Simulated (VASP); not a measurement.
**TaBr3F: single point with PBE**

Crystal: TaBr3F.

```xyz
5
Lattice="5.2679 0.0000 0.0000 0.0000 5.2679 0.0000 0.0000 0.0000 5.2679" Properties=species:S:1:pos:R:3 pbc="T T T"
Ta    0.0000    0.0000    0.0000
Br    2.6340    0.0000    2.6340
Br    0.0000    2.6340    2.6340
Br    2.6340    2.6340    0.0000
F     2.6340    2.6340    2.6340
```

The cell was generated, and may not be a known phase.

```json
{
 "Program": "VASP 6.6.1",
 "Task": "single point",
 "Functional": "PBE",
 "Potentials or basis": "VASP PAW PBE potentials, release 64 (Ta_pv, Br, F)",
 "Cutoff": "520 eV",
 "k mesh": "4 × 4 × 4",
 "Occupations": "gaussian, width 0.1 eV",
 "Spin": "no spin polarisation"
}
```

The pressure is -7.3 GPa and the band gap on the k mesh is zero (an odd number of electrons rules out a gap without spin polarisation).

Levels at points of the mesh, in eV from the Fermi level:
```
           k point  band 17  band 18  band 19  band 20  band 21  band 22
(0.00, 0.00, 0.00)    -1.25    -0.32    -0.32    -0.10    -0.10    -0.10
(0.50, 0.00, 0.00)    -1.59    -0.08    -0.03     0.28     0.28     0.43
(0.50, 0.50, 0.00)    -1.27    -0.84    -0.14     0.07     0.22     0.38
(0.50, 0.50, 0.50)    -1.07    -0.92    -0.82    -0.82    -0.07    -0.07
```

Wall time 2.6 min on 1 thread of Intel Xeon 8259CL, on a shared host, peak memory 0.26 GiB.

Caveat: the cell stands under tension; spin-orbit coupling is left out, which moves the levels of the heavy elements; an odd number of electrons without spin polarisation forces a metal; a magnetic or distorted state may lie lower.
